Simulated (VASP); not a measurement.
# Si2W (I4_1md) in VASP: relaxation of cell and atoms with PBE

Aim: the relaxation of cell and atoms of Si2W with PBE.

Program: VASP 6.6.1. These are calculated values, not measurements. Logs are shortened: lines on timing, memory, paths and dates and some standing lists are left out, and cuts for length are marked.

**1. The cell of the first run**

It takes space group I4_1md (No. 109, tetragonal). Conventional cell: a = 6.612 Å, b = 6.612 Å, c = 4.528 Å, α = 90.00°, β = 90.00°, γ = 90.00°. Si (site symmetry m) has 3 W at 2.42 to 2.65 Å and 5 Si at 2.44 to 2.67 Å within 3.2 Å. Within 3.2 Å of W (site symmetry 2mm) lie 6 Si at 2.42 to 2.65 Å.

The cell was generated, and may not be a known phase.

**2. Relaxation of cell and atoms, PBE**

File INCAR:

```
ALGO = Normal
EDIFF = 1E-6
EDIFFG = -0.01
ENCUT = 600
GGA = PE
IBRION = 2
ISIF = 3
ISMEAR = 0
LASPH = True
LCHARG = False
LREAL = False
LWAVE = False
NELM = 80
NSW = 100
PREC = Accurate
SIGMA = 0.1
```

File KPOINTS:

```
k-points
0
Gamma
  10 10 10
```

File POSCAR:

```
Si2W
1.0
   -3.3061054311      3.3061054311      2.2641031269
    3.3061054311     -3.3061054311      2.2641031269
    3.3061054311      3.3061054311     -2.2641031269
Si W
4 2
Direct
    0.8623464142      0.5468143037      0.6844678894
    0.8623464142      0.1778785248      0.3155321106
    0.9278785248      0.1123464142      0.8155321106
    0.2968143037      0.1123464142      0.1844678894
    0.3417059905      0.8417059905      0.5000000000
    0.5917059905      0.5917059905      0.0000000000
```

Potentials or basis: VASP PAW PBE potentials, release 64 (Si, W_sv).

Started as:

```
cat potpaw_PBE.64/Si/POTCAR potpaw_PBE.64/W_sv/POTCAR > POTCAR
mpirun -np 1 vasp_std > vasp.out
```

OUTCAR:

```text
EDIFF = 1E-6
   EDIFFG = -0.01
   ENCUT = 600
   GGA = PE
   IBRION = 2
   ISIF = 3
   ISMEAR = 0
   LASPH = True
   LREAL = False
   NELM = 80
   NSW = 100
   PREC = Accurate

 ion  position               nearest neighbor table
   1  0.862  0.547  0.684-   6 2.42   2 2.44   5 2.49   5 2.65   3 2.67   4 2.67   4 2.67   3 2.67

   2  0.862  0.178  0.316-   6 2.42   1 2.44   5 2.49   5 2.65   4 2.67   3 2.67   3 2.67   4 2.67

   3  0.928  0.112  0.816-   5 2.42   4 2.44   6 2.49   6 2.65   1 2.67   2 2.67   2 2.67   1 2.67

   4  0.297  0.112  0.184-   5 2.42   3 2.44   6 2.49   6 2.65   2 2.67   1 2.67   1 2.67   2 2.67

   5  0.342  0.842  0.500-   4 2.42   3 2.42   1 2.49   2 2.49   2 2.65   1 2.65
   6  0.592  0.592  0.000-   1 2.42   2 2.42   4 2.49   3 2.49   3 2.65   4 2.65

  LATTYP: Found a body centered tetragonal cell.
 ALAT       =     6.6122108622
 C/A-ratio  =     0.6848248412

  Lattice vectors:

 A1 = (  -3.3061054311,   3.3061054311,   2.2641031269)
 A2 = (   3.3061054311,  -3.3061054311,   2.2641031269)
 A3 = (   3.3061054311,   3.3061054311,  -2.2641031269)

Analysis of symmetry for initial positions (statically):
=====================================================================
 Subroutine PRICEL returns:
 Original cell was already a primitive cell.

 Routine SETGRP: Setting up the symmetry group for a
 body centered tetragonal supercell.

 Subroutine GETGRP returns: Found  8 space group operations
 (whereof  4 operations were pure point group operations)
 out of a pool of 16 trial point group operations.

The static configuration has the point symmetry C_2v.
 The point group associated with its full space group is C_4v.

Analysis of symmetry for dynamics (positions and initial velocities):
=====================================================================
 Subroutine PRICEL returns:
 Original cell was already a primitive cell.

 Routine SETGRP: Setting up the symmetry group for a
 body centered tetragonal supercell.

 Subroutine GETGRP returns: Found  8 space group operations
 (whereof  4 operations were pure point group operations)
 out of a pool of 16 trial point group operations.

The dynamic configuration has the point symmetry C_2v.
 The point group associated with its full space group is C_4v.

 Subroutine INISYM returns: Found  8 space group operations
 (whereof  4 operations are pure point group operations),
 and found     1 'primitive' translations

----------------------------------------------------------------------------------------

                                     Primitive cell

  volume of cell :      98.9896

  direct lattice vectors                    reciprocal lattice vectors
    -3.306105431  3.306105431  2.264103127     0.000000000  0.151235346  0.220837997
     3.306105431 -3.306105431  2.264103127     0.151235346  0.000000000  0.220837997
     3.306105431  3.306105431 -2.264103127     0.151235346  0.151235346  0.000000000

  length of vectors
     5.194884908  5.194884908  5.194884908     0.267659394  0.267659394  0.213879078

  position of ions in fractional coordinates (direct lattice)
     0.862346414  0.546814304  0.684467889
     0.862346414  0.177878525  0.315532111
     0.927878525  0.112346414  0.815532111
     0.296814304  0.112346414  0.184467889
     0.341705991  0.841705991  0.500000000
     0.591705991  0.591705991  0.000000000

  ion indices of the primitive-cell ions
   primitive index   ion index
                 1           1
                 2           2
                 3           3
                 4           4
                 5           5
                 6           6

----------------------------------------------------------------------------------------

 KPOINTS: k-points

Automatic generation of k-mesh.
 Grid dimensions read from file:
 generate k-points for:   10   10   10

 Generating k-lattice:

  Cartesian coordinates                     Fractional coordinates (reciprocal lattice)
     0.000000000  0.015123535  0.022083800     0.100000000 -0.000000000  0.000000000
     0.015123535  0.000000000  0.022083800    -0.000000000  0.100000000  0.000000000
     0.015123535  0.015123535  0.000000000     0.000000000  0.000000000  0.100000000

  Length of vectors
     0.026765939  0.026765939  0.021387908

  Shift w.r.t. Gamma in fractional coordinates (k-lattice)
     0.000000000  0.000000000  0.000000000

 Subroutine IBZKPT returns following result:
 ===========================================

 Found    102 irreducible k-points:

 Following reciprocal coordinates:
            Coordinates               Weight
  0.000000  0.000000  0.000000      1.000000
  0.100000  0.000000 -0.000000      8.000000
  0.200000  0.000000 -0.000000      8.000000
  0.300000  0.000000  0.000000      8.000000
  0.400000  0.000000 -0.000000      8.000000
  0.500000  0.000000 -0.000000      4.000000
[... 16 lines left out ...]
  0.300000  0.300000 -0.000000      8.000000
  0.400000  0.300000 -0.000000     16.000000
 [... further k-points ...]
   k-points           NKPTS =    102   k-points in BZ     NKDIM =    102   number of bands    NBANDS=     26
   number of dos      NEDOS =    301   number of ions     NIONS =      6
   total plane-waves  NPLWV =  74088
   dimension x,y,z NGX =    42 NGY =   42 NGZ =   42
   dimension x,y,z NGXF=    84 NGYF=   84 NGZF=   84
   ions per type =               4   2
   NGX,Y,Z   is equivalent  to a cutoff of  13.44, 13.44, 13.44 a.u.
   NGXF,Y,Z  is equivalent  to a cutoff of  26.88, 26.88, 26.88 a.u.
 SYSTEM =  unknown system
   PREC   = accura    normal or accurate (medium, high low for compatibility)
   ISTART =      0    job   : 0-new  1-cont  2-samecut
   ICHARG =      2    charge: 1-file 2-atom 10-const
   ISPIN  =      1    spin polarized calculation?
   LNONCOLLINEAR =      F non collinear calculations
   LSORBIT =      F    spin-orbit coupling
   LASPH  =      T    aspherical Exc in radial PAW
   ENCUT  =  600.0 eV  44.10 Ry    6.64 a.u.  10.38 10.38 10.38*2*pi/ulx,y,z
   NELM   =     80;   NELMIN=  2; NELMDL= -5     # of ELM steps
   EDIFF  = 0.1E-05   stopping-criterion for ELM
   LREAL  =      F    real-space projection
   EDIFFG = -.1E-01   stopping-criterion for IOM
   NSW    =    100    number of steps for IOM
   IBRION =      2    ionic relax: 0-MD 1-quasi-New 2-CG
   NFREE  =      1    steps in history (QN), initial steepest desc. (CG)
   ISIF   =      3    stress and relaxation
   ISYM   =      2    0-nonsym 1-usesym 2-fastsym
   POTIM  = 0.5000    time-step for ionic-motion
   TEBEG  =    0.0;   TEEND  =   0.0 temperature during run
   PSTRESS=    0.0 pullay stress
   NELECT =      44.0000    total number of electrons
   NUPDOWN=      -1.0000    fix difference up-down
   EMIN   =  10.00;   EMAX   =-10.00  energy-range for DOS
   EFERMI =   0.00;   METHOD = LEGACY
   ISMEAR =     0;   SIGMA  =   0.10  broadening in eV -4-tet -1-fermi 0-gaus
   EFERMI_NEDOS =   21; number of points for ismear=-14 and -15
   IALGO  =     38    algorithm
   IMIX   =      4    mixing-type and parameters
     AMIX     =   0.40;   BMIX     =  1.00
     AMIX_MAG =   1.60;   BMIX_MAG =  1.00
  volume/ion in A,a.u.               =      16.50       111.34
  Fermi-wavevector in a.u.,A,eV,Ry     =   1.249384  2.360993 21.238147  1.560960
  Thomas-Fermi vector in A             =   2.383427
   LORBIT       =      0    0 simple, 1 ext, 2 COOP (PROOUT), +10 PAW based schemes
   GGA     = PE    functional components
   LHFCALC =     F    Hartree Fock is set to
   AEXX    =    0.0000 exact exchange contribution
   IVDW    =     0    specifies the selected vdW correction
   LEPSILON=     F    determine dielectric tensor
   LRPA    =     F    only Hartree local field effects (RPA)
 conjugate gradient relaxation of ions
 non-spin polarized calculation
 Gauss-broadening in eV      SIGMA  =   0.10
  energy-cutoff  :      600.00
  volume of cell :       98.99
 maximum number of plane-waves:      3333
 NGX is ok and might be reduce to    42
   NGX = 21   NGY = 21   NGZ = 21

 number of electron      44.0000003 magnetization

 Free energy of the ion-electron system (eV)
  ---------------------------------------------------
  ext. energy  EPLUGINS =         0.00000000
  ---------------------------------------------------
  free energy    TOTEN  =       -44.75052064 eV

  energy without entropy =      -44.73916057  energy(sigma->0) =      -44.74484060

 E-fermi :   9.1390     XC(G=0): -11.4248

 val. band max:        9.1386297758   @ k =  -0.2000  -0.3000   0.2000
 cond. band min:       9.1415707044   @ k =  -0.3000  -0.4000   0.2000
 fundamental gap:      0.0029409286
 Fermi energy:         9.1390185374

 k-point     1 :       0.0000    0.0000    0.0000
  band No.  band energies     occupation
      1     -64.8901      2.00000
      2     -64.8861      2.00000
      3     -29.1774      2.00000
      4     -29.1774      2.00000
      5     -29.1717      2.00000
      6     -29.1676      2.00000
[... 18 lines left out ...]
     25       9.9942      0.00000
     26      11.4524      0.00000

 k-point     2 :       0.1000    0.0000   -0.0000
  band No.  band energies     occupation
      1     -64.8900      2.00000
      2     -64.8862      2.00000
      3     -29.1776      2.00000
      4     -29.1775      2.00000
      5     -29.1722      2.00000
      6     -29.1669      2.00000
[... 18 lines left out ...]
     25      10.1032      0.00000
     26      11.0412      0.00000

 k-point     3 :       0.2000    0.0000   -0.0000
  band No.  band energies     occupation
      1     -64.8898      2.00000
      2     -64.8864      2.00000
      3     -29.1790      2.00000
      4     -29.1779      2.00000
      5     -29.1738      2.00000
      6     -29.1634      2.00000
[... 572 lines left out ...]
 k-point    23 :       0.3000    0.3000   -0.0000
  band No.  band energies     occupation
      1     -64.8888      2.00000
      2     -64.8874      2.00000
      3     -29.1883      2.00000
      4     -29.1816      2.00000
      5     -29.1636      2.00000
      6     -29.1562      2.00000
[... 18 lines left out ...]
     25      10.2473      0.00000
     26      11.1105      0.00000

 k-point    24 :       0.4000    0.3000   -0.0000
  band No.  band energies     occupation
      1     -64.8886      2.00000
      2     -64.8877      2.00000
      3     -29.1864      2.00000
      4     -29.1811      2.00000
      5     -29.1616      2.00000
      6     -29.1510      2.00000
[... 18 lines left out ...]
     25      10.2861      0.00000
     26      10.8637      0.00000

 [... further k-points ...]

------------------------ aborting loop because EDIFF is reached ----------------------------------------

  FORCE on cell =-STRESS in cart. coord.  units (eV):
  Direction    XX          YY          ZZ          XY          YZ          ZX
  --------------------------------------------------------------------------------------
  -------------------------------------------------------------------------------------
  Total        0.0254398      0.0254398      0.0318889      0.0000000      0.0000000      0.0000000
  in kB        0.4117502      0.4117502      0.5161311      0.0000000      0.0000000      0.0000000
  external PRESSURE =       0.4465438 kB  Pullay stress =       0.0000000 kB

 VOLUME and BASIS-vectors are now :
 -----------------------------------------------------------------------------
  energy-cutoff  :      600.00
  volume of cell :       98.99
      direct lattice vectors                 reciprocal lattice vectors
    -3.306105431  3.306105431  2.264103127     0.000000000  0.151235346  0.220837997
     3.306105431 -3.306105431  2.264103127     0.151235346  0.000000000  0.220837997
     3.306105431  3.306105431 -2.264103127     0.151235346  0.151235346  0.000000000

 POSITION                                       TOTAL-FORCE (eV/Angst)
 -----------------------------------------------------------------------------------
      1.21974      3.30611      1.64078         0.002653     -0.000000     -0.002407
     -1.21974      3.30611      1.64078        -0.002653     -0.000000     -0.002407
      0.00000      5.39247      0.50873         0.000000     -0.002653     -0.002407
     -0.00000      1.21974      0.50873         0.000000      0.002653     -0.002407
      3.30611     -0.00000      1.54732        -0.000000     -0.000000      0.004814
      0.00000      0.00000      2.67937        -0.000000     -0.000000      0.004814
 -----------------------------------------------------------------------------------
    total drift:                                0.000001      0.000001     -0.000581

  FREE ENERGIE OF THE ION-ELECTRON SYSTEM (eV)
  ---------------------------------------------------
  free  energy   TOTEN  =       -44.7505206395 eV

  energy  without entropy=      -44.7391605694  energy(sigma->0) =      -44.74484060

 reached required accuracy - stopping structural energy minimisation
```

Run time: 5.2 min. Hardware: 1 thread of Intel Xeon Platinum 8259CL at 2.50GHz (Skylake/Cascade Lake), shared host; peak memory 0.43 GiB.

Results:

| Item | Value |
| --- | --- |
| Free energy | -44.7505 eV |
| Pressure after relaxing | 0.0 GPa |
| Largest force after relaxing | 0.005 eV/Å |
| Band gap on the k mesh | zero (bands 22 and 23 overlap by 0.95 eV) |

Forces in eV/Å, atoms in the order of the input:
```
Si   0.003  0.000 -0.002
Si  -0.003  0.000 -0.002
Si   0.000 -0.003 -0.002
Si   0.000  0.003 -0.002
W    0.000  0.000  0.005
W    0.000  0.000  0.005
```

Final structure:
```
CELL_PARAMETERS angstrom
-3.30611 3.30611 2.26410
3.30611 -3.30611 2.26410
3.30611 3.30611 -2.26410
ATOMIC_POSITIONS crystal
Si 0.86235 0.54681 0.68447
Si 0.86235 0.17788 0.31553
Si 0.92788 0.11235 0.81553
Si 0.29681 0.11235 0.18447
W 0.34171 0.84171 0.50000
W 0.59171 0.59171 0.00000
```

Caveat: the relaxation stopped at its first step, so nothing moved; spin-orbit coupling is left out, which moves the levels of the heavy elements.
